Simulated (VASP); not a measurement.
Al9H, 20 atoms in the cell. The cell holds a slab with vacuum, 20 atoms: a = 5.709 Å, b = 9.808 Å, c = 22.790 Å, α = 90.00°, β = 90.00°, γ = 98.37°. 

```yaml
Program: VASP 6.6.1
Task: single point
Functional: PBE
Potentials_or_basis: VASP PAW PBE potentials, release 64 (Al, H)
Cutoff: 520 eV
k_mesh: 5 × 3 × 1
Occupations: gaussian, width 0.1 eV
Spin: no spin polarisation
Dipole_correction: yes
Further_INCAR_settings: LREAL = Auto; ALGO = Normal; EDIFF = 1e-07; NBANDS = 44
```

Potentials or basis: VASP PAW PBE potentials, release 64 (Al, H).

The run is started by

```sh
$ cat potpaw_PBE.64/Al/POTCAR potpaw_PBE.64/H/POTCAR > POTCAR
$ mpirun -np 1 vasp_std > vasp.out
```

Hardware: 1 thread of Intel(R) Xeon(R) 6975P-C (Granite Rapids), on a shared host.

Problem. How long does it take, and how much memory?

Solution. Run time: 13 min on 1 thread of Intel(R) Xeon(R) 6975P-C (Granite Rapids) (shared host), peak memory 1.2 GiB. Counts: scf iterations 29, k points 8.
